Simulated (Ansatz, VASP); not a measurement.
Two plane-wave programs on Ta3TiN4

INCAR

```
SYSTEM = Ta3TiN4
PREC = Accurate
ENCUT = 520
EDIFF = 1E-6
ISMEAR = 0
SIGMA = 0.1
LREAL = .False.
LASPH = .True.
NELM = 100
ALGO = Normal
ISIF = 2
LWAVE = .False.
LCHARG = .True.
GGA = PE
LELF = .True.
LVHAR = .True.
NBANDS = 42
```

The input KPOINTS:

```
Automatic mesh
0
Gamma
  12 12 4
  0 0 0
```

File POSCAR:

```
Ta3TiN4
1.0
    2.9427008797     -0.0000000289      0.0000000000
   -1.4713504149      2.5484537320      0.0000000000
    0.0000000000      0.0000000000     11.3825828000
Ti Ta N
1 3 4
Direct
    0.0000000000      0.0000000000      0.5000000000
    0.0000000000      0.0000000000      0.0000000000
    0.0000000000      0.0000000000      0.2549560000
    0.0000000000      0.0000000000      0.7450440000
    0.6666666667      0.3333333333      0.8732760000
    0.6666666667      0.3333333333      0.1267240000
    0.6666666667      0.3333333333      0.3778760000
    0.6666666667      0.3333333333      0.6221240000
```

Input for Ansatz:

```yaml
crystal:
  lattice:
    - [2.9427008797, -2.89e-08, 0.0]
    - [-1.4713504149, 2.548453732, 0.0]
    - [0.0, 0.0, 11.3825828]
  atoms:
    - { symbol: Ti, position: [0.0, 0.0, 0.5] }
    - { symbol: Ta, position: [0.0, 0.0, 0.0] }
    - { symbol: Ta, position: [0.0, 0.0, 0.254956] }
    - { symbol: Ta, position: [0.0, 0.0, 0.745044] }
    - { symbol: "N", position: [0.6666666667, 0.3333333333, 0.873276] }
    - { symbol: "N", position: [0.6666666667, 0.3333333333, 0.126724] }
    - { symbol: "N", position: [0.6666666667, 0.3333333333, 0.377876] }
    - { symbol: "N", position: [0.6666666667, 0.3333333333, 0.622124] }
basis:
  ecutwfc: 420
kpoints:
  mp_grid: { grid: [12, 12, 4] }
  band_path:
    path:
      - [[0.0, 0.0, 0.0], [0.5, 0.0, 0.0], [0.33333333, 0.33333333, 0.0], [0.0, 0.0, 0.0], [0.0, 0.0, 0.5], [0.5, 0.0, 0.5], [0.33333333, 0.33333333, 0.5], [0.0, 0.0, 0.5]]
      - [[0.5, 0.0, 0.5], [0.5, 0.0, 0.0]]
      - [[0.33333333, 0.33333333, 0.5], [0.33333333, 0.33333333, 0.0]]
    npoints: 14
hamiltonian:
  xc: pbe
scf:
  occupations: { method: gaussian, width: 0.1 }
  n_extra_bands: 20
output:
  forces: true
  stress: true
  eigenvalues: true
  populations: true
  dos: { projected: true, de: 0.02, nscf_kmesh: { grid: [15, 15, 5] } }
  bader: true
  write_density: true
  write_potential: true
  elf: true
  volumetric_format: npy
checkpoint:
  read: start.run
  write: ck
  compress: false
  write_wavefunctions: false
  write_every: 100000
```

Alike in both runs: task single point; functional PBE; k mesh 12 × 12 × 4; occupations gaussian, width 0.1 eV; no spin polarisation.

|  | VASP | Ansatz |
| --- | --- | --- |
| version | VASP 6.6.1 | Ansatz 0.2.0 |
| potentials or method | VASP PAW PBE potentials, release 64 (Ti_sv, Ta_pv, N), cutoff 520 eV | scalar-relativistic, plane waves, PAW |
| valence electrons in the cell | 65 | 71 |

|  | VASP | Ansatz | Ansatz less VASP |
| --- | --- | --- | --- |
| gap on the k mesh at the Fermi level (eV) | none | none | - |
| pressure (GPa) | 0.6 | 0.0 | -0.65 |
| traceless stress, the component that is largest in VASP (GPa) | 0.07 | -0.02 | -0.090 |
| rms of the force components (eV/Å) | 0.006 | 0.000 | -0.0058 |

Atom by atom the forces differ by 0.006 eV/Å (rms over components). A gap of «none» marks a metal or a gap that the smearing closes. VASP's potentials hold 65 valence electrons a cell and Ansatz's 71, so a difference there can come from the potentials and not from the codes.

Neither program's run includes spin-orbit coupling.
